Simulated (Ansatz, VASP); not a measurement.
## One calculation of Al2O3, two programs

Contents of INCAR:

```
SYSTEM = Al2O3
ALGO = Normal ; EDIFF = 1E-6
ENCUT = 520 ; GGA = PE
ISIF = 2 ; ISMEAR = 0
LASPH = .TRUE. ; LCHARG = .FALSE.
LREAL = .FALSE. ; LWAVE = .FALSE.
NBANDS = 35 ; NELM = 100
PREC = Accurate ; SIGMA = 0.05
```

KPOINTS

```
k-points
0
G
  6 6 6
  0 0 0
```

The input POSCAR:

```
Al2O3
1.0
    2.3442455648      1.3534508078      4.5932069734
   -2.3442455648      1.3534508078      4.5932069734
    0.0000000000     -2.7069016158      4.5932069733
Al O
4 6
Direct
    0.8521479318      0.8521479318      0.8521479318
    0.6478520682      0.6478520682      0.6478520682
    0.1478520682      0.1478520682      0.1478520682
    0.3521479318      0.3521479318      0.3521479318
    0.0561765927      0.4438234073      0.7500000000
    0.7500000000      0.0561765927      0.4438234073
    0.4438234073      0.7500000000      0.0561765927
    0.9438234073      0.5561765927      0.2500000000
    0.2500000000      0.9438234073      0.5561765927
    0.5561765927      0.2500000000      0.9438234073
```

Input for Ansatz:

```yaml
crystal:
  lattice:
    - [2.3442455648, 1.3534508078, 4.5932069734]
    - [-2.3442455648, 1.3534508078, 4.5932069734]
    - [0.0, -2.7069016158, 4.5932069733]
  atoms:
    - { symbol: Al, position: [0.8521479318, 0.8521479318, 0.8521479318] }
    - { symbol: Al, position: [0.6478520682, 0.6478520682, 0.6478520682] }
    - { symbol: Al, position: [0.1478520682, 0.1478520682, 0.1478520682] }
    - { symbol: Al, position: [0.3521479318, 0.3521479318, 0.3521479318] }
    - { symbol: O, position: [0.0561765927, 0.4438234073, 0.75] }
    - { symbol: O, position: [0.75, 0.0561765927, 0.4438234073] }
    - { symbol: O, position: [0.4438234073, 0.75, 0.0561765927] }
    - { symbol: O, position: [0.9438234073, 0.5561765927, 0.25] }
    - { symbol: O, position: [0.25, 0.9438234073, 0.5561765927] }
    - { symbol: O, position: [0.5561765927, 0.25, 0.9438234073] }
basis:
  ecutwfc: 420
kpoints:
  mp_grid: { grid: [6, 6, 6] }
hamiltonian:
  xc: pbe
scf:
  occupations: { method: gaussian, width: 0.05 }
output:
  forces: true
  stress: true
  eigenvalues: true
  write_density: true
  write_potential: true
  elf: true
  volumetric_format: npy
```

Change from the starting cell: strain -0.025 along x and y, +0.050 along z, atoms carried along.

Alike in both runs: task single point; functional PBE; k mesh 6 × 6 × 6; occupations gaussian, width 0.05 eV; no spin polarisation.

|  | VASP | Ansatz |
| --- | --- | --- |
| version | VASP 6.6.1 | Ansatz 0.2.0 |
| potentials or method | VASP PAW PBE potentials, release 64 (Al, O), cutoff 520 eV | scalar-relativistic, plane waves, PAW |
| valence electrons in the cell | 48 | 48 |

VASP gave:

```
gap on the k mesh at the Fermi level (eV)                     : 5.58
least direct gap on the mesh (eV)                             : 5.58
pressure (GPa)                                                : 1.5
traceless stress, the component that is largest in VASP (GPa) : -20.16
rms of the force components (eV/Å)                            : 0.153
```

Q: Which values does Ansatz return?

A: gap on the k mesh at the Fermi level (eV): 5.58; least direct gap on the mesh (eV): 5.58; pressure (GPa): 1.6; traceless stress, the component that is largest in VASP (GPa): -20.10; rms of the force components (eV/Å): 0.153.

Atom by atom the forces differ by 0.002 eV/Å (rms over components).
